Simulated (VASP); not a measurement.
# Ti3Nb in VASP: a series of runs

Runs on Ti3Nb. Level: LDA. Tasks: single point.

All numbers are computed with VASP 6.6.1; they aren't measurements. Logs are shortened: lines on timing, memory, paths and dates and some standing lists are left out, and cuts for length are marked.

### Step 1. The cell of the first run

It takes space group P4/mmm (No. 123, tetragonal). Conventional cell: a = 3.828 Å, b = 3.828 Å, c = 3.929 Å, α = 90.00°, β = 90.00°, γ = 90.00°. Within 3.6 Å of Ti (site symmetry mmm) lie 8 Ti at 2.71 to 2.74 Å and 4 Nb at 2.74 Å. Ti (site symmetry 4/mmm) has 4 Nb at 2.71 Å and 8 Ti at 2.74 Å within 3.6 Å. Within 3.6 Å of Nb (site symmetry 4/mmm) lie 12 Ti at 2.71 to 2.74 Å.

### Step 2. Single point, LDA (strain -0.050 along x and y, -0.025 along z)

INCAR

```
ALGO = Normal ; EDIFF = 1E-6
ENCUT = 520 ; ISIF = 2
ISMEAR = 0 ; LASPH = True
LCHARG = False ; LREAL = False
LWAVE = False ; NBANDS = 32
NELM = 100 ; PREC = Accurate
SIGMA = 0.15
```

KPOINTS

```
k-points
0
Gamma
  12 12 12
```

POSCAR

```
Ti3Nb
1.0
    3.8281304077      0.0000000000      0.0000000000
    0.0000000000      3.8281304077      0.0000000000
    0.0000000000      0.0000000000      3.9288706816
Ti Nb
3 1
Direct
    0.0000000000      0.5000000000      0.5000000000
    0.5000000000      0.0000000000      0.5000000000
    0.5000000000      0.5000000000      0.0000000000
    0.0000000000      0.0000000000      0.0000000000
```

Potentials or basis: VASP PAW LDA potentials, release 64 (Ti_sv, Nb_sv).

The run is started by

```console
$ cat potpaw_LDA.64/Ti_sv/POTCAR potpaw_LDA.64/Nb_sv/POTCAR > POTCAR
$ mpirun -np 1 vasp_std > vasp.out
```

OUTCAR:

```text
EDIFF = 1E-6
   ENCUT = 520
   ISIF = 2
   ISMEAR = 0
   LASPH = True
   LREAL = False
   NELM = 100
   PREC = Accurate

 ion  position               nearest neighbor table
   1  0.000  0.500  0.500-   2 2.71   2 2.71   2 2.71   2 2.71   4 2.74   3 2.74   4 2.74   4 2.74
                             4 2.74   3 2.74   3 2.74   3 2.74
   2  0.500  0.000  0.500-   1 2.71   1 2.71   1 2.71   1 2.71   4 2.74   3 2.74   3 2.74   3 2.74
                             4 2.74   4 2.74   4 2.74   3 2.74
   3  0.500  0.500  0.000-   4 2.71   4 2.71   4 2.71   4 2.71   2 2.74   2 2.74   2 2.74   2 2.74
                             1 2.74   1 2.74   1 2.74   1 2.74
   4  0.000  0.000  0.000-   3 2.71   3 2.71   3 2.71   3 2.71   2 2.74   1 2.74   2 2.74   1 2.74
                             2 2.74   1 2.74   2 2.74   1 2.74

  LATTYP: Found a simple tetragonal cell.
 ALAT       =     3.8281304077
 C/A-ratio  =     1.0263157895

  Lattice vectors:

 A1 = (   3.8281304077,   0.0000000000,   0.0000000000)
 A2 = (   0.0000000000,   3.8281304077,   0.0000000000)
 A3 = (   0.0000000000,   0.0000000000,   3.9288706816)

Analysis of symmetry for initial positions (statically):
=====================================================================
 Subroutine PRICEL returns:
 Original cell was already a primitive cell.

 Routine SETGRP: Setting up the symmetry group for a
 simple tetragonal supercell.

 Subroutine GETGRP returns: Found 16 space group operations
 (whereof 16 operations were pure point group operations)
 out of a pool of 16 trial point group operations.

The static configuration has the point symmetry D_4h.

Analysis of symmetry for dynamics (positions and initial velocities):
=====================================================================
 Subroutine PRICEL returns:
 Original cell was already a primitive cell.

 Routine SETGRP: Setting up the symmetry group for a
 simple tetragonal supercell.

 Subroutine GETGRP returns: Found 16 space group operations
 (whereof 16 operations were pure point group operations)
 out of a pool of 16 trial point group operations.

The dynamic configuration has the point symmetry D_4h.

 Subroutine INISYM returns: Found 16 space group operations
 (whereof 16 operations are pure point group operations),
 and found     1 'primitive' translations

----------------------------------------------------------------------------------------

                                     Primitive cell

  volume of cell :      57.5760

  direct lattice vectors                    reciprocal lattice vectors
     3.828130408  0.000000000  0.000000000     0.261224121  0.000000000  0.000000000
     0.000000000  3.828130408  0.000000000     0.000000000  0.261224121  0.000000000
     0.000000000  0.000000000  3.928870682     0.000000000  0.000000000  0.254526066

  length of vectors
     3.828130408  3.828130408  3.928870682     0.261224121  0.261224121  0.254526066

  position of ions in fractional coordinates (direct lattice)
     0.000000000  0.500000000  0.500000000
     0.500000000  0.000000000  0.500000000
     0.500000000  0.500000000  0.000000000
     0.000000000  0.000000000  0.000000000

  ion indices of the primitive-cell ions
   primitive index   ion index
                 1           1
                 2           2
                 3           3
                 4           4

----------------------------------------------------------------------------------------

 KPOINTS: k-points

Automatic generation of k-mesh.
 Grid dimensions read from file:
 generate k-points for:   12   12   12

 Generating k-lattice:

  Cartesian coordinates                     Fractional coordinates (reciprocal lattice)
     0.021768677  0.000000000  0.000000000     0.083333333  0.000000000  0.000000000
     0.000000000  0.021768677  0.000000000     0.000000000  0.083333333  0.000000000
     0.000000000  0.000000000  0.021210506     0.000000000  0.000000000  0.083333333

  Length of vectors
     0.021768677  0.021768677  0.021210506

  Shift w.r.t. Gamma in fractional coordinates (k-lattice)
     0.000000000  0.000000000  0.000000000

 Subroutine IBZKPT returns following result:
 ===========================================

 Found    196 irreducible k-points:

 Following reciprocal coordinates:
            Coordinates               Weight
  0.000000  0.000000  0.000000      1.000000
  0.083333  0.000000  0.000000      4.000000
  0.166667  0.000000  0.000000      4.000000
  0.250000  0.000000  0.000000      4.000000
  0.333333  0.000000  0.000000      4.000000
  0.416667  0.000000  0.000000      4.000000
[... 16 lines left out ...]
  0.333333  0.333333  0.000000      4.000000
  0.416667  0.333333  0.000000      8.000000
 [... further k-points ...]
   k-points           NKPTS =    196   k-points in BZ     NKDIM =    196   number of bands    NBANDS=     32
   number of dos      NEDOS =    301   number of ions     NIONS =      4
   total plane-waves  NPLWV =  23520
   dimension x,y,z NGX =    28 NGY =   28 NGZ =   30
   dimension x,y,z NGXF=    56 NGYF=   56 NGZF=   60
   ions per type =               3   1
   NGX,Y,Z   is equivalent  to a cutoff of  12.16, 12.16, 12.69 a.u.
   NGXF,Y,Z  is equivalent  to a cutoff of  24.32, 24.32, 25.39 a.u.
 SYSTEM =  unknown system
   PREC   = accura    normal or accurate (medium, high low for compatibility)
   ISTART =      0    job   : 0-new  1-cont  2-samecut
   ICHARG =      2    charge: 1-file 2-atom 10-const
   ISPIN  =      1    spin polarized calculation?
   LNONCOLLINEAR =      F non collinear calculations
   LSORBIT =      F    spin-orbit coupling
   LASPH  =      T    aspherical Exc in radial PAW
   ENCUT  =  520.0 eV  38.22 Ry    6.18 a.u.   7.12  7.12  7.31*2*pi/ulx,y,z
   NELM   =    100;   NELMIN=  2; NELMDL= -5     # of ELM steps
   EDIFF  = 0.1E-05   stopping-criterion for ELM
   LREAL  =      F    real-space projection
   EDIFFG = 0.1E-04   stopping-criterion for IOM
   NSW    =      0    number of steps for IOM
   IBRION =     -1    ionic relax: 0-MD 1-quasi-New 2-CG
   NFREE  =      0    steps in history (QN), initial steepest desc. (CG)
   ISIF   =      2    stress and relaxation
   ISYM   =      2    0-nonsym 1-usesym 2-fastsym
   POTIM  = 0.5000    time-step for ionic-motion
   TEBEG  =    0.0;   TEEND  =   0.0 temperature during run
   PSTRESS=    0.0 pullay stress
   NELECT =      49.0000    total number of electrons
   NUPDOWN=      -1.0000    fix difference up-down
   EMIN   =  10.00;   EMAX   =-10.00  energy-range for DOS
   EFERMI =   0.00;   METHOD = LEGACY
   ISMEAR =     0;   SIGMA  =   0.15  broadening in eV -4-tet -1-fermi 0-gaus
   EFERMI_NEDOS =   21; number of points for ismear=-14 and -15
   IALGO  =     38    algorithm
   IMIX   =      4    mixing-type and parameters
     AMIX     =   0.40;   BMIX     =  1.00
     AMIX_MAG =   1.60;   BMIX_MAG =  1.00
  volume/ion in A,a.u.               =      14.39        97.14
  Fermi-wavevector in a.u.,A,eV,Ry     =   1.551410  2.931739 32.747477  2.406872
  Thomas-Fermi vector in A             =   2.655933
   LORBIT       =      0    0 simple, 1 ext, 2 COOP (PROOUT), +10 PAW based schemes
   GGA     = CA    functional components
   LHFCALC =     F    Hartree Fock is set to
   AEXX    =    0.0000 exact exchange contribution
   IVDW    =     0    specifies the selected vdW correction
   LEPSILON=     F    determine dielectric tensor
   LRPA    =     F    only Hartree local field effects (RPA)
 non-spin polarized calculation
 Gauss-broadening in eV      SIGMA  =   0.15
  energy-cutoff  :      520.00
  volume of cell :       57.58
 maximum number of plane-waves:      1568
   NGX = 15   NGY = 15   NGZ = 15

 number of electron      49.0000010 magnetization

 Free energy of the ion-electron system (eV)
  ---------------------------------------------------
  ext. energy  EPLUGINS =         0.00000000
  ---------------------------------------------------
  free energy    TOTEN  =       -36.10389752 eV

  energy without entropy =      -36.04526067  energy(sigma->0) =      -36.07457910

 E-fermi :  11.3399     XC(G=0): -13.0270

 val. band max:       11.3393102902   @ k =   0.5000   0.2500   0.4167
 cond. band min:      11.3420805022   @ k =   0.4167   0.2500   0.0833
 fundamental gap:      0.0027702119
 Fermi energy:        11.3398795595

 k-point     1 :       0.0000    0.0000    0.0000
  band No.  band energies     occupation
      1     -44.4378      2.00000
      2     -44.1467      2.00000
      3     -44.1375      2.00000
      4     -42.4168      2.00000
      5     -21.4782      2.00000
      6     -21.4782      2.00000
[... 24 lines left out ...]
     31      15.8105      0.00000
     32      15.8105      0.00000

 k-point     2 :       0.0833    0.0000    0.0000
  band No.  band energies     occupation
      1     -44.4326      2.00000
      2     -44.1479      2.00000
      3     -44.1404      2.00000
      4     -42.4179      2.00000
      5     -21.4665      2.00000
      6     -21.4635      2.00000
[... 24 lines left out ...]
     31      15.5177      0.00000
     32      15.5474      0.00000

 k-point     3 :       0.1667    0.0000    0.0000
  band No.  band energies     occupation
      1     -44.4176      2.00000
      2     -44.1573      2.00000
      3     -44.1433      2.00000
      4     -42.4210      2.00000
      5     -21.4322      2.00000
      6     -21.4304      2.00000
[... 24 lines left out ...]
     31      14.8401      0.00000
     32      15.2769      0.00000

 k-point     4 :       0.2500    0.0000    0.0000
  band No.  band energies     occupation
      1     -44.3942      2.00000
      2     -44.1767      2.00000
      3     -44.1435      2.00000
      4     -42.4252      2.00000
      5     -21.3788      2.00000
      6     -21.3788      2.00000
[... 654 lines left out ...]
     31      13.6860      0.00000
     32      13.7083      0.00000

 k-point    23 :       0.3333    0.3333    0.0000
  band No.  band energies     occupation
      1     -44.3115      2.00000
      2     -44.2115      2.00000
      3     -44.1785      2.00000
      4     -42.4361      2.00000
      5     -21.3659      2.00000
      6     -21.2135      2.00000
[... 24 lines left out ...]
     31      13.8124      0.00000
     32      14.0282      0.00000

 k-point    24 :       0.4167    0.3333    0.0000
  band No.  band energies     occupation
      1     -44.2885      2.00000
      2     -44.2264      2.00000
      3     -44.1844      2.00000
      4     -42.4377      2.00000
      5     -21.3520      2.00000
      6     -21.2721      2.00000
[... 24 lines left out ...]
     31      13.5833      0.00000
     32      13.7123      0.00000

 [... further k-points ...]

------------------------ aborting loop because EDIFF is reached ----------------------------------------

  FORCE on cell =-STRESS in cart. coord.  units (eV):
  Direction    XX          YY          ZZ          XY          YZ          ZX
  --------------------------------------------------------------------------------------
  -------------------------------------------------------------------------------------
  Total        7.6018725      7.6018725      8.2209869      0.0000000      0.0000000      0.0000000
  in kB      211.5387742    211.5387742    228.7669895      0.0000000      0.0000000      0.0000000
  external PRESSURE =     217.2815127 kB  Pullay stress =       0.0000000 kB

 VOLUME and BASIS-vectors are now :
 -----------------------------------------------------------------------------
  energy-cutoff  :      520.00
  volume of cell :       57.58
      direct lattice vectors                 reciprocal lattice vectors
     3.828130408  0.000000000  0.000000000     0.261224121  0.000000000  0.000000000
     0.000000000  3.828130408  0.000000000     0.000000000  0.261224121  0.000000000
     0.000000000  0.000000000  3.928870682     0.000000000  0.000000000  0.254526066

 POSITION                                       TOTAL-FORCE (eV/Angst)
 -----------------------------------------------------------------------------------
      0.00000      1.91407      1.96444         0.000000      0.000000      0.000000
      1.91407      0.00000      1.96444         0.000000      0.000000      0.000000
      1.91407      1.91407      0.00000         0.000000      0.000000      0.000000
      0.00000      0.00000      0.00000         0.000000      0.000000      0.000000
 -----------------------------------------------------------------------------------
    total drift:                                0.000000      0.000000      0.000000

  FREE ENERGIE OF THE ION-ELECTRON SYSTEM (eV)
  ---------------------------------------------------
  free  energy   TOTEN  =       -36.1038975193 eV

  energy  without entropy=      -36.0452606729  energy(sigma->0) =      -36.07457910
```

Run time: 5.7 min. Hardware: 1 thread of Intel Xeon Platinum 8259CL at 2.50GHz (Skylake/Cascade Lake), shared host; peak memory 0.38 GiB.

What came out:

```
Free energy : -36.1039 eV
Pressure    : 21.7 GPa
```

Caveat: the cell differs from its parent crystal (strain -0.050 along x and y, -0.025 along z).

### Step 3. Single point, LDA (strain -0.025 along x and y, -0.050 along z)

INCAR

```
SYSTEM = Ti3Nb
PREC = Accurate ; ENCUT = 520
EDIFF = 1E-6 ; ISMEAR = 0
SIGMA = 0.15 ; LREAL = .False.
LASPH = .True. ; NELM = 100
ALGO = Normal ; ISIF = 2
LWAVE = .False. ; LCHARG = .True.
GGA = CA ; LELF = .True.
LVHAR = .True. ; NBANDS = 32
```

KPOINTS

```
regular mesh
0
Gamma
  12 12 12
  0 0 0
```

POSCAR

```
Ti3Nb
1.0
    3.9288706816      0.0000000000      0.0000000000
    0.0000000000      3.9288706816      0.0000000000
    0.0000000000      0.0000000000      3.8281304077
Ti Nb
3 1
Direct
    0.0000000000      0.5000000000      0.5000000000
    0.5000000000      0.0000000000      0.5000000000
    0.5000000000      0.5000000000      0.0000000000
    0.0000000000      0.0000000000      0.0000000000
```

Potentials or basis: VASP PAW LDA potentials, release 64 (Ti_sv, Nb_sv).

The run is started by

```console
$ cat potpaw_LDA.64/Ti_sv/POTCAR potpaw_LDA.64/Nb_sv/POTCAR > POTCAR
$ mpirun -np 1 vasp_std > vasp.out
```

Run time: 7 min. Hardware: 1 thread of Intel Xeon Platinum 8259CL at 2.50GHz (Skylake/Cascade Lake), shared host; peak memory 0.39 GiB.

It converged, with:

```
Free energy : -36.2852 eV
Pressure    : 16.6 GPa
```

Stress tensor (GPa, compression positive):
```
17.06  0.00  0.00
 0.00 17.06  0.00
 0.00  0.00 15.66
```

Levels at points of the mesh, in eV from the Fermi level:
| k point | band 20 | band 21 | band 22 | band 23 | band 24 | band 25 | band 26 | band 27 | band 28 | band 29 |
| --- | --- | --- | --- | --- | --- | --- | --- | --- | --- | --- |
| (0.00, 0.00, 0.00) | -3.25 | -2.92 | -2.84 | -2.84 | 0.61 | 0.61 | 0.88 | 2.78 | 3.09 | 3.93 |
| (0.50, 0.00, 0.00) | -1.97 | -1.70 | -1.13 | -1.04 | -0.92 | -0.44 | -0.27 | 1.04 | 1.13 | 2.20 |
| (0.50, 0.50, 0.00) | -1.86 | -0.94 | -0.93 | -0.93 | -0.50 | -0.49 | -0.34 | -0.34 | -0.13 | 1.69 |
| (0.00, 0.00, 0.50) | -1.83 | -1.64 | -1.06 | -1.06 | -1.00 | -0.37 | -0.37 | 1.38 | 1.39 | 2.17 |
| (0.50, 0.00, 0.50) | -1.79 | -1.13 | -1.12 | -0.92 | -0.65 | -0.48 | -0.32 | -0.29 | -0.28 | 1.77 |
| (0.50, 0.50, 0.50) | -2.98 | 0.05 | 0.39 | 0.39 | 0.41 | 0.46 | 0.70 | 0.73 | 0.73 | 1.12 |

Caveat: the cell differs from its parent crystal (strain -0.025 along x and y, -0.050 along z).

### Step 4. Single point, LDA (strain -0.050 along x and y, -0.050 along z)

INCAR

```
PREC = Accurate
ENCUT = 520
EDIFF = 1E-6
ISMEAR = 0
SIGMA = 0.15
LREAL = F
LASPH = T
NELM = 100
ALGO = Normal
ISIF = 2
LWAVE = F
LCHARG = T
LELF = T
LVHAR = T
NBANDS = 32
```

KPOINTS

```
regular mesh
0
Gamma
  12 12 12
```

POSCAR, as its differences from that of step 3:

```diff
@@ -2,4 +2,4 @@
 1.0
-    3.9288706816      0.0000000000      0.0000000000
-    0.0000000000      3.9288706816      0.0000000000
+    3.8281304077      0.0000000000      0.0000000000
+    0.0000000000      3.8281304077      0.0000000000
     0.0000000000      0.0000000000      3.8281304077
```

The run is started by

```console
$ cat potpaw_LDA.64/Ti_sv/POTCAR potpaw_LDA.64/Nb_sv/POTCAR > POTCAR
$ mpirun -np 1 vasp_std > vasp.out
```

Wall time 2.5 min (1 thread of Intel Xeon Platinum 8259CL at 2.50GHz (Skylake/Cascade Lake), shared host); peak memory 0.23 GiB.

It converged, with:

```
Free energy : -35.8713 eV
Pressure    : 27.4 GPa
```

Levels at points of the mesh, in eV from the Fermi level:
| k point | band 22 | band 23 | band 24 | band 25 | band 26 | band 27 |
| --- | --- | --- | --- | --- | --- | --- |
| (0.00, 0.00, 0.00) | -3.12 | -3.12 | 0.68 | 0.68 | 0.68 | 3.09 |
| (0.50, 0.00, 0.00) | -1.17 | -1.10 | -1.10 | -0.38 | -0.38 | 1.22 |
| (0.50, 0.50, 0.00) | -1.14 | -1.04 | -0.66 | -0.57 | -0.40 | -0.40 |
| (0.50, 0.50, 0.50) | 0.17 | 0.50 | 0.50 | 0.50 | 0.57 | 0.57 |

Caveat: the cell differs from its parent crystal (strain -0.050 along x and y, -0.050 along z).

### Step 5. Summary

| cell | gap on the mesh (eV) | pressure (GPa) |
| --- | --- | --- |
| a = 3.828, b = 3.828, c = 3.929 Å, 4 atoms | none | 21.7 |
| a = 3.929, b = 3.929, c = 3.828 Å, 4 atoms | none | 16.6 |
| a = 3.828 Å, 4 atoms | none | 27.4 |

Alike in all rows: task single point; level LDA; potentials or basis VASP PAW LDA potentials, release 64 (Ti_sv, Nb_sv); no spin polarisation; k mesh 12 × 12 × 12; cutoff (eV) 520; smearing gaussian 0.15 eV.

Absolute energies hang on the potentials; compare differences alone.
